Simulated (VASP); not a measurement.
A run of VASP 6.6.1:

Contents of INCAR:

```
SYSTEM = Hf2Bi3O2
ALGO = Normal
EDIFF = 1E-6
ENCUT = 600
GGA = PE
GGA_COMPAT = .FALSE.
ISIF = 2
ISMEAR = 0
LASPH = .TRUE.
LCHARG = .FALSE.
LREAL = .FALSE.
LWAVE = .FALSE.
NBANDS = 48
NELM = 120
PREC = Accurate
SIGMA = 0.1
```

The input KPOINTS:

```
k-points
0
G
  6 6 2
  0 0 0
```

Contents of POSCAR:

```
Hf2Bi3O2
1.0
    5.5135848230      0.0000000000      0.0000000000
   -2.7567924115      4.7749045226      0.0000000000
    0.0000000000      0.0000000000      7.8882337786
Hf Bi O
2 3 2
Direct
    0.0000000000      0.0000000000      0.0000000000
    0.0000000000      0.0000000000      0.5000000000
    0.3333333333      0.6666666667      0.0000000000
    0.6666666667      0.3333333333      0.5000000000
    0.6666666667      0.3333333333      0.0000000000
    0.0000000000      0.0000000000      0.2520193762
    0.0000000000      0.0000000000      0.7479806238
```

Potentials or basis: VASP PAW PBE potentials, release 64 (Hf_pv, Bi_d, O).

Command:

```console
$ cat potpaw_PBE.64/Hf_pv/POTCAR potpaw_PBE.64/Bi_d/POTCAR potpaw_PBE.64/O/POTCAR > POTCAR
$ mpirun -np 1 vasp_std > vasp.out
```

Hardware: 1 thread of Intel Xeon 8259CL, on a shared host.

Question: How long does it take, and how much memory?

Answer: Wall time 7.6 min on 1 thread of Intel Xeon 8259CL (shared host), peak memory 0.47 GiB. Counts: scf iterations 18, k points 14.
